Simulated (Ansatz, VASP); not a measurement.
ZnO in VASP and in Ansatz

File INCAR:

```
SYSTEM = ZnO
PREC = Accurate
ENCUT = 520
EDIFF = 1E-7
ISMEAR = 0
SIGMA = 0.02
LREAL = .FALSE.
LASPH = .TRUE.
NELM = 100
ALGO = Normal
ISIF = 2
LWAVE = .FALSE.
LCHARG = .FALSE.
GGA = PE
NBANDS = 26
```

File KPOINTS:

```
Automatic mesh
0
G
  12 12 6
  0 0 0
```

The input POSCAR:

```
ZnO
1.0
    3.1482151247      0.0000000000      0.0000000000
   -1.5741075623      2.7264342746      0.0000000000
    0.0000000000      0.0000000000      5.4828151201
Zn O
2 2
Direct
    0.6666666667      0.3333333333      0.5100107311
    0.3333333333      0.6666666667      0.0100107311
    0.6666666667      0.3333333333      0.8702992689
    0.3333333333      0.6666666667      0.3702992689
```

Input for Ansatz:

```yaml
crystal:
  lattice:
    - [3.1482151247, 0.0, 0.0]
    - [-1.5741075623, 2.7264342746, 0.0]
    - [0.0, 0.0, 5.4828151201]
  atoms:
    - { symbol: Zn, position: [0.6666666667, 0.3333333333, 0.5100107311] }
    - { symbol: Zn, position: [0.3333333333, 0.6666666667, 0.0100107311] }
    - { symbol: O, position: [0.6666666667, 0.3333333333, 0.8702992689] }
    - { symbol: O, position: [0.3333333333, 0.6666666667, 0.3702992689] }
basis:
  ecutwfc: 420
kpoints:
  mp_grid: { grid: [12, 12, 6] }
  band_path: { path: [VBM, CBM], npoints: 2 }
hamiltonian:
  xc: pbe
scf:
  occupations: { method: gaussian, width: 0.02 }
output:
  forces: true
  stress: true
  eigenvalues: true
checkpoint:
  read: start.run
  write: ck
  compress: false
  write_wavefunctions: false
  write_every: 100000
```

Alike in both runs: task single point; functional PBE; k mesh 12 × 12 × 6; occupations gaussian, width 0.02 eV; no spin polarisation.

|  | VASP | Ansatz |
| --- | --- | --- |
| version | VASP 6.6.1 | Ansatz 0.2.0 |
| potentials or method | VASP PAW PBE potentials, release 64 (Zn, O), cutoff 520 eV | scalar-relativistic, plane waves, PAW |
| valence electrons in the cell | 36 | 36 |

|  | VASP | Ansatz | Ansatz less VASP |
| --- | --- | --- | --- |
| gap on the k mesh at the Fermi level (eV) | 0.66 | 0.67 | +0.015 |
| least direct gap on the mesh (eV) | 0.66 | 0.67 | +0.015 |
| pressure (GPa) | 7.0 | 5.9 | -1.09 |
| traceless stress, the component that is largest in VASP (GPa) | -5.93 | -5.92 | +0.003 |
| rms of the force components (eV/Å) | 0.010 | 0.000 | -0.0099 |

Atom by atom the forces differ by 0.010 eV/Å (rms over components). The functional is the same, so the differences come from potentials, cutoffs and numerics.
